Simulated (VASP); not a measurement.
A run of VASP 6.6.1 is set up as follows.

Contents of INCAR:

```
SYSTEM = Sc
PREC = Accurate ; ENCUT = 520
EDIFF = 1E-6 ; ISMEAR = 0
SIGMA = 0.15 ; LREAL = .FALSE.
LASPH = .TRUE. ; NELM = 60
ALGO = Fast ; ISIF = 2
LWAVE = .FALSE. ; LCHARG = .TRUE.
GGA = PE ; LELF = .TRUE.
LVHAR = .TRUE. ; NBANDS = 18
```

The input KPOINTS:

```
regular mesh
0
G
  18 18 10
  0 0 0
```

POSCAR

```
Sc
1.0
    3.2095339604      0.0000000000      0.0000000000
   -1.6047669802      2.7795379440      0.0000000000
    0.0000000000      0.0000000000      5.3470200000
Sc
2
Direct
    0.3333333333      0.6666666667      0.2500000000
    0.6666666667      0.3333333333      0.7500000000
```

Potentials or basis: VASP PAW PBE potentials, release 64 (Sc_sv).

Command:

```bash
$ cat potpaw_PBE.64/Sc_sv/POTCAR > POTCAR
$ mpirun -np 1 vasp_std > vasp.out
```

Question: What does it give for the band gap on the k mesh?

Answer: Zero (band 11 reaches 4.62 eV, above the bottom of band 12 at 3.42 eV).

Question: Predict the pressure.

Answer: 2.2 GPa.

Stress tensor (GPa, compression positive):
```
 3.89  0.00  0.00
 0.00  3.89  0.00
 0.00  0.00 -1.22
```

Caveat: the cell differs from its parent crystal (strain -0.030 along x and y, +0.015 along z).
